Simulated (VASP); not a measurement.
Wanted: the native input for a VASP 6.6.1 run.

* Task: single point
* Functional: PBE
* Potentials or basis: VASP PAW PBE potentials, release 64 (Al, Cu)
* Cutoff: 520 eV
* k mesh: 12 × 12 × 12
* Occupations: gaussian, width 0.05 eV
* Spin: no spin polarisation
* Dipole correction: no
* Further INCAR settings: ALGO = Normal; EDIFF = 1e-06; NBANDS = 16

The structure of Al2Cu lies in POSCAR:

```
Al2Cu
1.0
   -1.9888904110      1.9888904110      2.7928920770
    1.9888904110     -1.9888904110      2.7928920770
    1.9888904110      1.9888904110     -2.7928920770
Al Cu
2 1
Direct
    0.7500000000      0.2500000000      0.5000000000
    0.2500000000      0.7500000000      0.5000000000
    0.5000000000      0.5000000000      0.0000000000
```

One way to write it, as run:

INCAR

```
PREC = Accurate ; ENCUT = 520
EDIFF = 1E-6 ; ISMEAR = 0
SIGMA = 0.05 ; LREAL = False
LASPH = True ; NELM = 60
ALGO = Normal ; ISIF = 2
LWAVE = False ; LCHARG = True
GGA = PE ; LELF = True
LVHAR = True ; NBANDS = 16
```

KPOINTS

```
Automatic mesh
0
Gamma
  12 12 12
```

Potentials or basis: VASP PAW PBE potentials, release 64 (Al, Cu).

Run with:

```sh
$ cat potpaw_PBE.64/Al/POTCAR potpaw_PBE.64/Cu/POTCAR > POTCAR
$ mpirun -np 1 vasp_std > vasp.out
```

It gave:

```
Pressure : 10.7 GPa
```

Wall time 60 s on 1 thread of Intel(R) Xeon(R) 6975P-C (Granite Rapids) (shared host), peak memory 0.25 GiB.
